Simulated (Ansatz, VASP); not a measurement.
**One calculation of Si16B, two programs**

```
Si B
1.0
     0.00000    5.43000    5.43000
     5.43000    0.00000    5.43000
     5.43000    5.43000    0.00000
Si B
16 1
Cartesian
  -0.0115 -0.0163 -0.0013
  1.3812 1.3818 1.3799
  2.7149 2.7162 -0.0272
  4.0358 4.0357 1.3942
  2.7157 -0.0262 2.7134
  4.0429 1.3891 4.0424
  5.4573 2.7184 2.7165
  6.7917 4.0703 4.0696
  -0.0269 2.7164 2.7129
  1.3909 4.0404 4.0399
  2.7176 5.4566 2.7159
  4.0683 6.7929 4.0683
  2.7185 2.7187 5.4584
  4.0734 4.0741 6.7888
  5.4348 5.4367 5.4299
  6.7954 6.7953 6.7962
  2.6841 2.6713 2.7122
```

Alike in both runs: functional PBE; dispersion D3(BJ); k mesh 2 × 2 × 2; occupations fermi-dirac, width 0.02 eV; collinear spin.

Ansatz relaxed the structure, and its values are those at the end. VASP's run is a single point on that final structure, the one shown.

```csv
,VASP,Ansatz
version,VASP 6.6.1,Ansatz 0.2.0
potentials or method,"VASP PAW PBE potentials, release 64 (Si, B), cutoff 520 eV","scalar-relativistic, plane waves, PAW"
valence electrons in the cell,67,67
```

```tsv
	VASP	Ansatz	Ansatz less VASP
rms of the force components (eV/Å)	0.011	0.011	-0.0002
net moment per atom (μB)	0.00	0.00	0.000
```

Ansatz's warnings: filled band counts differ across k points, seeded moment not kept.

The k mesh is coarse, so the values compare programs but aren't converged.
